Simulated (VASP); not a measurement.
# Fe in VASP: single point with PBE

Aim: the single point of Fe with PBE.

Program: VASP 6.6.1. These are calculated values, not measurements. Logs are shortened: lines on timing, memory, paths and dates and some standing lists are left out, and cuts for length are marked.

## 1. The cell of the first run

The cell holds a wire or tube with vacuum around it, 4 atoms: a = 11.000 Å, b = 12.100 Å, c = 4.004 Å, α = 90.00°, β = 90.00°, γ = 90.00°.

## 2. Single point, PBE, collinear spin, ferromagnetic start

File INCAR:

```
PREC     = Accurate       # precision mode
ENCUT    = 520            # plane-wave cutoff, eV
EDIFF    = 1E-6           # SCF threshold, eV
ISMEAR   = 0              # smearing method
SIGMA    = 0.05           # smearing width, eV
LREAL    = F              # projectors in reciprocal space
LASPH    = T              # aspherical terms in the spheres
NELM     = 150            # most SCF steps
ALGO     = Normal         # electronic algorithm
ISIF     = 2              # what is computed and relaxed
LWAVE    = F              # write WAVECAR
LCHARG   = F              # write CHGCAR
ISPIN    = 2              # spin polarisation
MAGMOM   = 2.44 2.44 2.44 2.44 # initial moments
LORBIT   = 11             # projections on sites
LMAXMIX  = 4              # l up to which the mixer works
GGA      = PE             # functional
NBANDS   = 28             # bands
```

File KPOINTS:

```
Automatic mesh
0
Gamma
  1 1 8
```

File POSCAR:

```
Fe
1.0
   11.0000000000      0.0000000000      0.0000000000
    0.0000000000     12.1000000000      0.0000000000
    0.0000000000      0.0000000000      4.0044584311
Fe
4
Direct
    0.4089895811      0.6170074261      0.5000000000
    0.4089895811      0.3829925739      0.5000000000
    0.4089895811      0.5000000000      0.0000000000
    0.5910104189      0.5000000000      0.5000000000
```

Potentials or basis: VASP PAW PBE potentials, release 64 (Fe).

Launch:

```console
$ cat potpaw_PBE.64/Fe/POTCAR > POTCAR
$ mpirun -np 1 vasp_std > vasp.out
```

OUTCAR:

```text
PREC = Accurate
   ENCUT = 520
   EDIFF = 1E-6
   ISMEAR = 0
   LREAL = F
   LASPH = T
   NELM = 150
   ISIF = 2
   ISPIN = 2
   LORBIT = 11
   GGA = PE

 ion  position               nearest neighbor table
   1  0.409  0.617  0.500-   3 2.45   3 2.45   4 2.45   2 2.83
   2  0.409  0.383  0.500-   3 2.45   3 2.45   4 2.45   1 2.83
   3  0.409  0.500  0.000-   1 2.45   2 2.45   1 2.45   2 2.45   4 2.83   4 2.83
   4  0.591  0.500  0.500-   1 2.45   2 2.45   3 2.83   3 2.83

  LATTYP: Found a simple orthorhombic cell.
 ALAT       =     4.0044584311
 B/A-ratio  =     2.7469382413
 C/A-ratio  =     3.0216320654

  Lattice vectors:

 A1 = (   0.0000000000,   0.0000000000,   4.0044584311)
 A2 = (  11.0000000000,   0.0000000000,   0.0000000000)
 A3 = (   0.0000000000,  12.1000000000,   0.0000000000)

Analysis of symmetry for initial positions (statically):
=====================================================================
 Subroutine PRICEL returns:
 Original cell was already a primitive cell.

 Routine SETGRP: Setting up the symmetry group for a
 simple orthorhombic supercell.

 Subroutine GETGRP returns: Found  4 space group operations
 (whereof  4 operations were pure point group operations)
 out of a pool of  8 trial point group operations.

The static configuration has the point symmetry C_2v.

Analysis of symmetry for dynamics (positions and initial velocities):
=====================================================================
 Subroutine PRICEL returns:
 Original cell was already a primitive cell.

 Routine SETGRP: Setting up the symmetry group for a
 simple orthorhombic supercell.

 Subroutine GETGRP returns: Found  4 space group operations
 (whereof  4 operations were pure point group operations)
 out of a pool of  8 trial point group operations.

The dynamic configuration has the point symmetry C_2v.

Analysis of structural, dynamic, and magnetic symmetry:
=====================================================================
 Subroutine PRICEL returns:
 Original cell was already a primitive cell.

 Routine SETGRP: Setting up the symmetry group for a
 simple orthorhombic supercell.

 Subroutine GETGRP returns: Found  4 space group operations
 (whereof  4 operations were pure point group operations)
 out of a pool of  8 trial point group operations.

The overall configuration has the point symmetry C_2v.

 Subroutine INISYM returns: Found  4 space group operations
 (whereof  4 operations are pure point group operations),
 and found     1 'primitive' translations

----------------------------------------------------------------------------------------

                                     Primitive cell

  volume of cell :     532.9934

  direct lattice vectors                    reciprocal lattice vectors
    11.000000000  0.000000000  0.000000000     0.090909091  0.000000000  0.000000000
     0.000000000 12.100000000  0.000000000     0.000000000  0.082644628  0.000000000
     0.000000000  0.000000000  4.004458431     0.000000000  0.000000000  0.249721658

  length of vectors
    11.000000000 12.100000000  4.004458431     0.090909091  0.082644628  0.249721658

  position of ions in fractional coordinates (direct lattice)
     0.408989581  0.617007426  0.500000000
     0.408989581  0.382992574  0.500000000
     0.408989581  0.500000000  0.000000000
     0.591010419  0.500000000  0.500000000

  ion indices of the primitive-cell ions
   primitive index   ion index
                 1           1
                 2           2
                 3           3
                 4           4

----------------------------------------------------------------------------------------

 KPOINTS: Automatic mesh

Automatic generation of k-mesh.
 Grid dimensions read from file:
 generate k-points for:    1    1    8

 Generating k-lattice:

  Cartesian coordinates                     Fractional coordinates (reciprocal lattice)
     0.090909091  0.000000000  0.000000000     1.000000000  0.000000000  0.000000000
     0.000000000  0.082644628  0.000000000     0.000000000  1.000000000  0.000000000
     0.000000000  0.000000000  0.031215207     0.000000000  0.000000000  0.125000000

  Length of vectors
     0.090909091  0.082644628  0.031215207

  Shift w.r.t. Gamma in fractional coordinates (k-lattice)
     0.000000000  0.000000000  0.000000000

 Subroutine IBZKPT returns following result:
 ===========================================

 Found      5 irreducible k-points:

 Following reciprocal coordinates:
            Coordinates               Weight
  0.000000  0.000000  0.000000      1.000000
  0.000000  0.000000  0.125000      2.000000
  0.000000  0.000000  0.250000      2.000000
  0.000000  0.000000  0.375000      2.000000
  0.000000  0.000000  0.500000      1.000000
   k-points           NKPTS =      5   k-points in BZ     NKDIM =      5   number of bands    NBANDS=     28
   number of dos      NEDOS =    301   number of ions     NIONS =      4
   total plane-waves  NPLWV = 226800
   dimension x,y,z NGX =    84 NGY =   90 NGZ =   30
   dimension x,y,z NGXF=   168 NGYF=  180 NGZF=   60
   ions per type =               4
   NGX,Y,Z   is equivalent  to a cutoff of  12.70, 12.37, 12.45 a.u.
   NGXF,Y,Z  is equivalent  to a cutoff of  25.39, 24.73, 24.91 a.u.
 SYSTEM =  unknown system
   PREC   = accura    normal or accurate (medium, high low for compatibility)
   ISTART =      0    job   : 0-new  1-cont  2-samecut
   ICHARG =      2    charge: 1-file 2-atom 10-const
   ISPIN  =      2    spin polarized calculation?
   LNONCOLLINEAR =      F non collinear calculations
   LSORBIT =      F    spin-orbit coupling
   LASPH  =      T    aspherical Exc in radial PAW
   ENCUT  =  520.0 eV  38.22 Ry    6.18 a.u.  20.45 22.50  7.45*2*pi/ulx,y,z
   NELM   =    150;   NELMIN=  2; NELMDL= -5     # of ELM steps
   EDIFF  = 0.1E-05   stopping-criterion for ELM
   LREAL  =      F    real-space projection
   EDIFFG = 0.1E-04   stopping-criterion for IOM
   NSW    =      0    number of steps for IOM
   IBRION =     -1    ionic relax: 0-MD 1-quasi-New 2-CG
   NFREE  =      0    steps in history (QN), initial steepest desc. (CG)
   ISIF   =      2    stress and relaxation
   ISYM   =      2    0-nonsym 1-usesym 2-fastsym
   POTIM  = 0.5000    time-step for ionic-motion
   TEBEG  =    0.0;   TEEND  =   0.0 temperature during run
   PSTRESS=    0.0 pullay stress
   NELECT =      32.0000    total number of electrons
   NUPDOWN=      -1.0000    fix difference up-down
   EMIN   =  10.00;   EMAX   =-10.00  energy-range for DOS
   EFERMI =   0.00;   METHOD = LEGACY
   ISMEAR =     0;   SIGMA  =   0.05  broadening in eV -4-tet -1-fermi 0-gaus
   EFERMI_NEDOS =   21; number of points for ismear=-14 and -15
   IALGO  =     38    algorithm
   IMIX   =      4    mixing-type and parameters
     AMIX     =   0.40;   BMIX     =  1.00
     AMIX_MAG =   1.60;   BMIX_MAG =  1.00
  volume/ion in A,a.u.               =     133.25       899.20
  Fermi-wavevector in a.u.,A,eV,Ry     =   0.641039  1.211387  5.591049  0.410931
  Thomas-Fermi vector in A             =   1.707246
   LORBIT       =     11    0 simple, 1 ext, 2 COOP (PROOUT), +10 PAW based schemes
   GGA     = PE    functional components
   LHFCALC =     F    Hartree Fock is set to
   AEXX    =    0.0000 exact exchange contribution
   IVDW    =     0    specifies the selected vdW correction
   LEPSILON=     F    determine dielectric tensor
   LRPA    =     F    only Hartree local field effects (RPA)
 spin polarized calculation
 Gauss-broadening in eV      SIGMA  =   0.05
  energy-cutoff  :      520.00
  volume of cell :      532.99
 maximum number of plane-waves:     14393
 NGX is ok and might be reduce to    84
   NGX = 41   NGY = 45   NGZ = 15

 number of electron      32.0000000 magnetization       9.7600000

 number of electron      32.0000021 magnetization      12.7495499

 Free energy of the ion-electron system (eV)
  ---------------------------------------------------
  ext. energy  EPLUGINS =         0.00000000
  ---------------------------------------------------
  free energy    TOTEN  =       -24.19115682 eV

  energy without entropy =      -24.19055418  energy(sigma->0) =      -24.19085550

 E-fermi :  -2.9334     XC(G=0):  -2.6423

 val. band max:       -3.0130046607   @ k =   0.0000   0.0000   0.2500
 cond. band min:      -2.8477544759   @ k =   0.0000   0.0000   0.2500
 fundamental gap:      0.1652501849
 Fermi energy:        -2.9333704023

 spin component 1

 k-point     1 :       0.0000    0.0000    0.0000
  band No.  band energies     occupation
      1      -7.9815      1.00000
      2      -6.5557      1.00000
      3      -6.3612      1.00000
      4      -6.0932      1.00000
      5      -6.0844      1.00000
      6      -6.0609      1.00000
[... 20 lines left out ...]
     27       0.9790      0.00000
[... 101 lines left out ...]
      5      -6.0607      1.00000
      6      -5.9395      1.00000
[... 20 lines left out ...]
     27      -0.0934      0.00000
     28       0.7180      0.00000
 Fermi energy:        -2.9333704023

 spin component 2

 k-point     1 :       0.0000    0.0000    0.0000
  band No.  band energies     occupation
      1      -7.4924      1.00000
      2      -4.4135      1.00000
      3      -4.3821      1.00000
      4      -4.3187      1.00000
      5      -3.9801      1.00000
      6      -3.8239      1.00000
[... 20 lines left out ...]
     27       1.3922      0.00000
[... 102 lines left out ...]
      6      -3.5232      1.00000
[... 20 lines left out ...]
     27       0.9216      0.00000
     28       1.5310      0.00000

------------------------ aborting loop because EDIFF is reached ----------------------------------------

  FORCE on cell =-STRESS in cart. coord.  units (eV):
  Direction    XX          YY          ZZ          XY          YZ          ZX
  --------------------------------------------------------------------------------------
  -------------------------------------------------------------------------------------
  Total       -3.7753551     -4.2672386     -7.2711997      0.0000000      0.0000000      0.0000000
  in kB      -11.3487110    -12.8273121    -21.8572141      0.0000000      0.0000000      0.0000000
  external PRESSURE =     -15.3444124 kB  Pullay stress =       0.0000000 kB

 VOLUME and BASIS-vectors are now :
 -----------------------------------------------------------------------------
  energy-cutoff  :      520.00
  volume of cell :      532.99
      direct lattice vectors                 reciprocal lattice vectors
    11.000000000  0.000000000  0.000000000     0.090909091  0.000000000  0.000000000
     0.000000000 12.100000000  0.000000000     0.000000000  0.082644628  0.000000000
     0.000000000  0.000000000  4.004458431     0.000000000  0.000000000  0.249721658

 POSITION                                       TOTAL-FORCE (eV/Angst)
 -----------------------------------------------------------------------------------
      4.49889      7.46579      2.00223         0.472936     -1.512726     -0.000000
      4.49889      4.63421      2.00223         0.472936      1.512726      0.000000
      4.49889      6.05000      0.00000         0.956947     -0.000000      0.000000
      6.50111      6.05000      2.00223        -1.902819     -0.000000      0.000000
 -----------------------------------------------------------------------------------
    total drift:                                0.000868      0.000000     -0.000002

  FREE ENERGIE OF THE ION-ELECTRON SYSTEM (eV)
  ---------------------------------------------------
  free  energy   TOTEN  =       -24.1911568236 eV

  energy  without entropy=      -24.1905541799  energy(sigma->0) =      -24.19085550

 total charge

# of ion       s       p       d       tot
------------------------------------------
    1        0.463   0.181   6.153   6.797
    2        0.463   0.181   6.153   6.797
    3        0.449   0.304   6.151   6.903
    4        0.433   0.161   6.130   6.724
--------------------------------------------------
tot          1.808   0.827  24.586  27.221

 magnetization (x)

# of ion       s       p       d       tot
------------------------------------------
    1        0.033  -0.000   3.022   3.055
    2        0.033  -0.000   3.022   3.055
    3       -0.006  -0.027   2.789   2.756
    4        0.043  -0.002   3.094   3.135
--------------------------------------------------
tot          0.103  -0.030  11.928  12.001
```

Run time: 4.4 min. Hardware: 1 thread of Intel Xeon Platinum 8559C (Emerald Rapids), shared host; peak memory 0.7 GiB.

What came out:

```yaml
Free_energy: -24.1912 eV
Largest_force: 1.903 eV/Å
Net_moment: 12.75 μB per cell
Site_moments: Fe +3.06, +2.76, +3.13 (each value once) μB
Valence_electrons_inside_the_program's_atomic_spheres: Fe 6.80, 6.90, 6.72 (each value once)
```

Forces on the atoms (eV/Å):
```
Fe   0.473 -1.513  0.000
Fe   0.473  1.513  0.000
Fe   0.957  0.000  0.000
Fe  -1.903  0.000  0.000
```
